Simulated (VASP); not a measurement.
Input of a VASP 6.6.1 run:

Contents of INCAR:

```
ALGO = Normal ; EDIFF = 1E-7
ENCUT = 520 ; ISIF = 2
ISMEAR = -1 ; LASPH = T
LCHARG = T ; LELF = T
LREAL = F ; LVHAR = T
LWAVE = F ; NBANDS = 16
NELM = 100 ; PREC = Accurate
SIGMA = 0.02
```

The input KPOINTS:

```
k-points
0
Gamma
  8 8 8
```

File POSCAR:

```
CuI
1.0
    3.6613896848      0.0000000000      0.0000000000
    0.0000000000      3.6613896848      0.0000000000
    0.0000000000      0.0000000000      3.6613896848
Cu I
1 1
Direct
    0.0000000000      0.0000000000      0.0000000000
    0.5000000000      0.5000000000      0.5000000000
```

Potentials or basis: VASP PAW LDA potentials, release 64 (Cu, I).

Run with:

```console
$ cat potpaw_LDA.64/Cu/POTCAR potpaw_LDA.64/I/POTCAR > POTCAR
$ mpirun -np 1 vasp_std > vasp.out
```

Q: Estimate the pressure.

A: -5.2 GPa.

Q: Estimate the band gap on the k mesh.

A: Zero (band 9 reaches 5.41 eV, above the bottom of band 10 at 4.86 eV).

Caveat: spin-orbit coupling is left out, which moves the levels of the heavy elements; semilocal functionals often make such compounds metallic where correlation or magnetic order opens a gap, which also shifts bond lengths.
